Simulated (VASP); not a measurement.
A run of VASP 6.6.1 is set up as follows.

The input INCAR:

```
SYSTEM = Mg
PREC = Accurate ; ENCUT = 520
EDIFF = 1E-7 ; ISMEAR = 0
SIGMA = 0.1 ; LREAL = .False.
LASPH = .True. ; NELM = 80
ALGO = Normal ; ISIF = 2
LWAVE = .False. ; LCHARG = .True.
GGA = PE ; IVDW = 12
LELF = .True. ; LVHAR = .True.
NBANDS = 9
```

KPOINTS

```
Automatic mesh
0
Gamma
  15 15 8
  0 0 0
```

POSCAR

```
Mg
1.0
    3.2093000000      0.0000000000      0.0000000000
   -1.6046500000      2.7793353284      0.0000000000
    0.0000000000      0.0000000000      5.2103000000
Mg
2
Direct
    0.3333333333      0.6666666667      0.2500000000
    0.6666666667      0.3333333333      0.7500000000
```

Potentials or basis: VASP PAW PBE potentials, release 64 (Mg).

The run is started by

```sh
$ cat potpaw_PBE.64/Mg/POTCAR > POTCAR
$ mpirun -np 1 vasp_std > vasp.out
```

Question: What does it give for the pressure?

Answer: -2.5 GPa.

Question: What does it give for the band gap on the k mesh?

Answer: Zero (bands 2 and 3 overlap by 2.16 eV).

Question: Estimate the dispersion energy per atom.

Answer: -0.280 eV.

Stress tensor (GPa, compression positive):
```
-2.26  0.00  0.00
 0.00 -2.26  0.00
 0.00  0.00 -2.98
```
